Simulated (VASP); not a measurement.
# Se (P6_3/mmc) in VASP: further runs

Se is run at these levels: RPBE; tasks: single point.

Everything below comes from runs of VASP 6.6.1. Logs are shortened: lines on timing, memory, paths and dates and some standing lists are left out, and cuts for length are marked.

## 1. The cell of the first run

Symmetry: P6_3/mmc, No. 194, hexagonal system. The conventional cell has a = 3.561 Å, b = 3.561 Å, c = 3.698 Å, α = 90.00°, β = 90.00°, γ = 120.00°. Within 3.7 Å of Se (site symmetry -6m2) lie 14 Se at 2.77 to 3.70 Å.

This isn't the form of Se at room conditions, which is trigonal, of chains.

## 2. Single point, RPBE (20.31 Å³/atom)

INCAR

```
SYSTEM = Se
PREC = Accurate ; ENCUT = 520
EDIFF = 1E-6 ; ISMEAR = -1
SIGMA = 0.1 ; LREAL = .FALSE.
LASPH = .TRUE. ; NELM = 100
ALGO = Normal ; ISIF = 2
LWAVE = .FALSE. ; LCHARG = .FALSE.
GGA = RP ; NBANDS = 13
```

KPOINTS

```
Automatic mesh
0
G
  11 11 9
  0 0 0
```

POSCAR

```
Se
1.0
    3.5613456454      0.0000000000      0.0000000000
   -1.7806728227      3.0842158006      0.0000000000
    0.0000000000      0.0000000000      3.6984779750
Se
2
Direct
    0.3333333333      0.6666666667      0.2500000000
    0.6666666667      0.3333333333      0.7500000000
```

Potentials or basis: VASP PAW PBE potentials, release 64 (Se).

Run with:

```bash
> cat potpaw_PBE.64/Se/POTCAR > POTCAR
> mpirun -np 1 vasp_std > vasp.out
```

OUTCAR:

```text
SYSTEM = Se
   PREC = Accurate
   ENCUT = 520
   EDIFF = 1E-6
   ISMEAR = -1
   LREAL = .FALSE.
   LASPH = .TRUE.
   NELM = 100
   ISIF = 2
   GGA = RP

 ion  position               nearest neighbor table
   1  0.333  0.667  0.250-   2 2.77   2 2.77   2 2.77   2 2.77   2 2.77   2 2.77
   2  0.667  0.333  0.750-   1 2.77   1 2.77   1 2.77   1 2.77   1 2.77   1 2.77

  LATTYP: Found a hexagonal cell.
 ALAT       =     3.5613456454
 C/A-ratio  =     1.0385057625

  Lattice vectors:

 A1 = (   3.5613456454,   0.0000000000,   0.0000000000)
 A2 = (  -1.7806728227,   3.0842158006,   0.0000000000)
 A3 = (   0.0000000000,   0.0000000000,   3.6984779750)

Analysis of symmetry for initial positions (statically):
=====================================================================
 Subroutine PRICEL returns:
 Original cell was already a primitive cell.

 Routine SETGRP: Setting up the symmetry group for a
 hexagonal supercell.

 Subroutine GETGRP returns: Found 24 space group operations
 (whereof 12 operations were pure point group operations)
 out of a pool of 24 trial point group operations.

The static configuration has the point symmetry D_3d.
 The point group associated with its full space group is D_6h.

Analysis of symmetry for dynamics (positions and initial velocities):
=====================================================================
 Subroutine PRICEL returns:
 Original cell was already a primitive cell.

 Routine SETGRP: Setting up the symmetry group for a
 hexagonal supercell.

 Subroutine GETGRP returns: Found 24 space group operations
 (whereof 12 operations were pure point group operations)
 out of a pool of 24 trial point group operations.

The dynamic configuration has the point symmetry D_3d.
 The point group associated with its full space group is D_6h.

 Subroutine INISYM returns: Found 24 space group operations
 (whereof 12 operations are pure point group operations),
 and found     1 'primitive' translations

----------------------------------------------------------------------------------------

                                     Primitive cell

  volume of cell :      40.6239

  direct lattice vectors                    reciprocal lattice vectors
     3.561345645  0.000000000  0.000000000     0.280792739  0.162115764  0.000000000
    -1.780672823  3.084215801  0.000000000     0.000000000  0.324231527  0.000000000
     0.000000000  0.000000000  3.698477975     0.000000000  0.000000000  0.270381494

  length of vectors
     3.561345645  3.561345645  3.698477975     0.324231527  0.324231527  0.270381494

  position of ions in fractional coordinates (direct lattice)
     0.333333333  0.666666667  0.250000000
     0.666666667  0.333333333  0.750000000

  ion indices of the primitive-cell ions
   primitive index   ion index
                 1           1
                 2           2

----------------------------------------------------------------------------------------

 KPOINTS: Automatic mesh

Automatic generation of k-mesh.
 Grid dimensions read from file:
 generate k-points for:   11   11    9

 Generating k-lattice:

  Cartesian coordinates                     Fractional coordinates (reciprocal lattice)
     0.025526613  0.014737797  0.000000000     0.090909091  0.000000000  0.000000000
     0.000000000  0.029475593  0.000000000     0.000000000  0.090909091  0.000000000
     0.000000000  0.000000000  0.030042388     0.000000000  0.000000000  0.111111111

  Length of vectors
     0.029475593  0.029475593  0.030042388

  Shift w.r.t. Gamma in fractional coordinates (k-lattice)
     0.000000000  0.000000000  0.000000000

 Subroutine IBZKPT returns following result:
 ===========================================

 Found     80 irreducible k-points:

 Following reciprocal coordinates:
            Coordinates               Weight
  0.000000  0.000000  0.000000      1.000000
  0.090909 -0.000000  0.000000      6.000000
  0.181818 -0.000000  0.000000      6.000000
  0.272727 -0.000000  0.000000      6.000000
  0.363636 -0.000000  0.000000      6.000000
  0.454545 -0.000000  0.000000      6.000000
[... 16 lines left out ...]
  0.090909  0.090909  0.111111     12.000000
  0.181818  0.090909  0.111111     24.000000
 [... further k-points ...]
   k-points           NKPTS =     80   k-points in BZ     NKDIM =     80   number of bands    NBANDS=     13
   number of dos      NEDOS =    301   number of ions     NIONS =      2
   total plane-waves  NPLWV =  21952
   dimension x,y,z NGX =    28 NGY =   28 NGZ =   28
   dimension x,y,z NGXF=    56 NGYF=   56 NGZF=   56
   ions per type =               2
   NGX,Y,Z   is equivalent  to a cutoff of  13.07, 13.07, 12.59 a.u.
   NGXF,Y,Z  is equivalent  to a cutoff of  26.14, 26.14, 25.17 a.u.
 SYSTEM =  Se
   PREC   = accura    normal or accurate (medium, high low for compatibility)
   ISTART =      0    job   : 0-new  1-cont  2-samecut
   ICHARG =      2    charge: 1-file 2-atom 10-const
   ISPIN  =      1    spin polarized calculation?
   LNONCOLLINEAR =      F non collinear calculations
   LSORBIT =      F    spin-orbit coupling
   LASPH  =      T    aspherical Exc in radial PAW
   ENCUT  =  520.0 eV  38.22 Ry    6.18 a.u.   6.62  6.62  6.88*2*pi/ulx,y,z
   NELM   =    100;   NELMIN=  2; NELMDL= -5     # of ELM steps
   EDIFF  = 0.1E-05   stopping-criterion for ELM
   LREAL  =      F    real-space projection
   EDIFFG = 0.1E-04   stopping-criterion for IOM
   NSW    =      0    number of steps for IOM
   IBRION =     -1    ionic relax: 0-MD 1-quasi-New 2-CG
   NFREE  =      0    steps in history (QN), initial steepest desc. (CG)
   ISIF   =      2    stress and relaxation
   ISYM   =      2    0-nonsym 1-usesym 2-fastsym
   POTIM  = 0.5000    time-step for ionic-motion
   TEBEG  =    0.0;   TEEND  =   0.0 temperature during run
   PSTRESS=    0.0 pullay stress
   NELECT =      12.0000    total number of electrons
   NUPDOWN=      -1.0000    fix difference up-down
   EMIN   =  10.00;   EMAX   =-10.00  energy-range for DOS
   EFERMI =   0.00;   METHOD = LEGACY
   ISMEAR =    -1;   SIGMA  =   0.10  broadening in eV -4-tet -1-fermi 0-gaus
   EFERMI_NEDOS =   21; number of points for ismear=-14 and -15
   IALGO  =     38    algorithm
   IMIX   =      4    mixing-type and parameters
     AMIX     =   0.40;   BMIX     =  1.00
     AMIX_MAG =   1.60;   BMIX_MAG =  1.00
  volume/ion in A,a.u.               =      20.31       137.07
  Fermi-wavevector in a.u.,A,eV,Ry     =   1.090288  2.060346 16.173628  1.188728
  Thomas-Fermi vector in A             =   2.226509
   LORBIT       =      0    0 simple, 1 ext, 2 COOP (PROOUT), +10 PAW based schemes
   GGA     = RP    functional components
   LHFCALC =     F    Hartree Fock is set to
   AEXX    =    0.0000 exact exchange contribution
   IVDW    =     0    specifies the selected vdW correction
   LEPSILON=     F    determine dielectric tensor
   LRPA    =     F    only Hartree local field effects (RPA)
 non-spin polarized calculation
  energy-cutoff  :      520.00
  volume of cell :       40.62
 maximum number of plane-waves:      1112
 NGX is ok and might be reduce to    28
   NGX = 13   NGY = 13   NGZ = 13

 number of electron      11.9999998 magnetization

 Free energy of the ion-electron system (eV)
  ---------------------------------------------------
  ext. energy  EPLUGINS =         0.00000000
  ---------------------------------------------------
  free energy    TOTEN  =        -5.36562615 eV

  energy without entropy =       -5.32871333  energy(sigma->0) =       -5.34716974

 E-fermi :   5.9287     XC(G=0): -10.3759

 val. band max:        5.9143804976   @ k =   0.2727   0.1818   0.2222
 cond. band min:       5.9557595528   @ k =   0.1818   0.1818   0.0000
 fundamental gap:      0.0413790552
 Fermi energy:         5.9287259714

 k-point     1 :       0.0000    0.0000    0.0000
  band No.  band energies     occupation
      1     -10.8652      2.00000
      2      -3.9809      2.00000
      3       0.6765      2.00000
      4       3.3178      2.00000
      5       3.3178      2.00000
      6       6.7724      0.00043
      7       6.7724      0.00043
      8       9.7355      0.00000
      9       9.8041      0.00000
     10      13.3930      0.00000
     11      16.1225      0.00000
     12      16.1225      0.00000
     13      17.7541      0.00000

 k-point     2 :       0.0909   -0.0000    0.0000
  band No.  band energies     occupation
      1     -10.7644      2.00000
      2      -4.1093      2.00000
      3       0.7822      2.00000
      4       3.0194      2.00000
      5       3.0998      2.00000
      6       6.5635      0.00349
      7       7.0282      0.00003
      8       9.4440      0.00000
      9      10.1515      0.00000
     10      13.7445      0.00000
     11      15.7463      0.00000
     12      16.1170      0.00000
     13      17.4612      0.00000

 k-point     3 :       0.1818   -0.0000    0.0000
  band No.  band energies     occupation
      1     -10.4669      2.00000
      2      -4.5071      2.00000
      3       1.0944      2.00000
      4       2.4230      2.00000
      5       2.6304      2.00000
      6       6.0921      0.32658
      7       7.5719      0.00000
      8       8.5388      0.00000
      9      11.0653      0.00000
     10      13.5648      0.00000
     11      16.2877      0.00000
     12      16.5180      0.00000
     13      16.8753      0.00000
[... 305 lines left out ...]
 k-point    23 :       0.0909    0.0909    0.1111
  band No.  band energies     occupation
      1     -10.4477      2.00000
      2      -4.7214      2.00000
      3       0.8959      2.00000
      4       2.7167      2.00000
      5       3.2695      2.00000
      6       6.0990      0.30816
      7       7.1670      0.00001
      8       8.6494      0.00000
      9      11.1639      0.00000
     10      13.5449      0.00000
     11      15.0137      0.00000
     12      16.3788      0.00000
     13      18.0447      0.00000

 k-point    24 :       0.1818    0.0909    0.1111
  band No.  band energies     occupation
      1     -10.0626      2.00000
      2      -5.0987      2.00000
      3       0.7340      2.00000
      4       2.0225      2.00000
      5       3.3803      2.00000
      6       5.5035      1.97194
      7       7.4436      0.00000
      8       8.0045      0.00000
      9      11.8110      0.00000
     10      13.3632      0.00000
     11      15.2033      0.00000
     12      17.1720      0.00000
     13      17.8935      0.00000

 [... further k-points ...]

------------------------ aborting loop because EDIFF is reached ----------------------------------------

  FORCE on cell =-STRESS in cart. coord.  units (eV):
  Direction    XX          YY          ZZ          XY          YZ          ZX
  --------------------------------------------------------------------------------------
  -------------------------------------------------------------------------------------
  Total        2.1209924      2.1209924      3.3062848      0.0000000      0.0000000      0.0000000
  in kB       83.6503510     83.6503510    130.3973960      0.0000000      0.0000000      0.0000000
  external PRESSURE =      99.2326994 kB  Pullay stress =       0.0000000 kB

 VOLUME and BASIS-vectors are now :
 -----------------------------------------------------------------------------
  energy-cutoff  :      520.00
  volume of cell :       40.62
      direct lattice vectors                 reciprocal lattice vectors
     3.561345645  0.000000000  0.000000000     0.280792739  0.162115764  0.000000000
    -1.780672823  3.084215801  0.000000000     0.000000000  0.324231527  0.000000000
     0.000000000  0.000000000  3.698477975     0.000000000  0.000000000  0.270381494

 POSITION                                       TOTAL-FORCE (eV/Angst)
 -----------------------------------------------------------------------------------
     -0.00000      2.05614      0.92462         0.000000     -0.000000      0.000000
      1.78067      1.02807      2.77386        -0.000000      0.000000      0.000000
 -----------------------------------------------------------------------------------
    total drift:                               -0.000000      0.000000      0.000000

  FREE ENERGIE OF THE ION-ELECTRON SYSTEM (eV)
  ---------------------------------------------------
  free  energy   TOTEN  =        -5.3656261456 eV

  energy  without entropy=       -5.3287133341  energy(sigma->0) =       -5.34716974
```

It took 12 s on 1 thread of Intel Xeon 6975P-C (Granite Rapids), shared host; peak memory 0.17 GiB.

What came out:

```yaml
Free_energy: -5.3656 eV
Pressure: 9.9 GPa
Band_gap_on_the_k_mesh: zero (bands 6 and 7 overlap by 2.00 eV)
```

Caveat: the cell stands under pressure; the PAW data sets were made with another functional, which shifts forces and pressure a little.

## 3. Single point, RPBE (21.24 Å³/atom)

This run uses another cell than the first one, of 21.24 Å³/atom.

INCAR

```
SYSTEM = Se
ALGO     = Normal         ! electronic algorithm
EDIFF    = 1E-6           ! SCF threshold, eV
ENCUT    = 520            ! plane-wave cutoff, eV
GGA      = RP             ! functional
ISIF     = 2              ! what is computed and relaxed
ISMEAR   = -1             ! smearing method
LASPH    = .True.         ! aspherical terms in the spheres
LCHARG   = .False.        ! write CHGCAR
LREAL    = .False.        ! projectors in reciprocal space
LWAVE    = .False.        ! write WAVECAR
NBANDS   = 13             ! bands
NELM     = 100            ! most SCF steps
PREC     = Accurate       ! precision mode
SIGMA    = 0.1            ! smearing width, eV
```

KPOINTS

```
k-points
0
Gamma
  11 11 9
  0 0 0
```

POSCAR

```
Se
1.0
    3.6145078957      0.0000000000      0.0000000000
   -1.8072539479      3.1302556599      0.0000000000
    0.0000000000      0.0000000000      3.7536872784
Se
2
Direct
    0.3333333333      0.6666666667      0.2500000000
    0.6666666667      0.3333333333      0.7500000000
```

Potentials or basis: VASP PAW PBE potentials, release 64 (Se).

Run with:

```bash
> cat potpaw_PBE.64/Se/POTCAR > POTCAR
> mpirun -np 1 vasp_std > vasp.out
```

Wall time 12 s (1 thread of Intel Xeon 6975P-C (Granite Rapids), shared host); peak memory 0.17 GiB.

The run converged. Its results:

```
Free energy            : -5.4554 eV
Pressure               : 5.8 GPa
Band gap on the k mesh : zero (bands 6 and 7 overlap by 2.00 eV)
```

Stress tensor (GPa, compression positive):
```
4.99 0.00 0.00
0.00 4.99 0.00
0.00 0.00 7.43
```

Levels at points of the mesh, in eV from the Fermi level:
| k point | band 2 | band 3 | band 4 | band 5 | band 6 | band 7 | band 8 | band 9 | band 10 | band 11 |
| --- | --- | --- | --- | --- | --- | --- | --- | --- | --- | --- |
| (0.00, 0.00, 0.00) | -10.02 | -4.98 | -2.48 | -2.48 | 0.83 | 0.83 | 3.63 | 4.02 | 7.41 | 10.12 |

Caveat: the cell stands under pressure; the PAW data sets were made with another functional, which shifts forces and pressure a little.

(Part 1 of 2 ends here.)

The gap in the log of VASP goes by the Fermi energy; the results here count the filled bands.